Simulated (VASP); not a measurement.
Cd: single point with revPBE

Crystal: Cd.

```
CELL_PARAMETERS angstrom
3.00296 0.00000 0.00000
0.00000 3.00296 0.00000
0.00000 0.00000 3.00296
ATOMIC_POSITIONS crystal
Cd 0.00000 0.00000 0.00000
```

This cell differs from its parent crystal: volume scaled by 0.96.

```
Program             : VASP 6.6.1
Task                : single point
Functional          : revPBE
Potentials or basis : VASP PAW PBE potentials, release 64 (Cd)
Cutoff              : 520 eV
k mesh              : 17 × 17 × 17
Occupations         : fermi-dirac, width 0.1 eV
Spin                : no spin polarisation
```

| Item | Value |
| --- | --- |
| Pressure | 1.5 GPa |
| Band gap on the k mesh | zero (band 6 reaches 5.47 eV, above the bottom of band 7 at -0.14 eV) |

Levels at points of the mesh, in eV from the Fermi level:
| k point | band 2 | band 3 | band 4 | band 5 | band 6 | band 7 | band 8 | band 9 | band 10 | band 11 |
| --- | --- | --- | --- | --- | --- | --- | --- | --- | --- | --- |
| (0.00, 0.00, 0.00) | -9.46 | -8.18 | -8.18 | -8.18 | -7.35 | 9.72 | 9.72 | 9.72 | 13.11 | 13.11 |

It took 16 s on 1 thread of Intel(R) Xeon(R) 6975P-C (Granite Rapids), on a shared host, peak memory 0.17 GiB.

Caveat: the PAW data sets were made with another functional, which shifts forces and pressure a little.
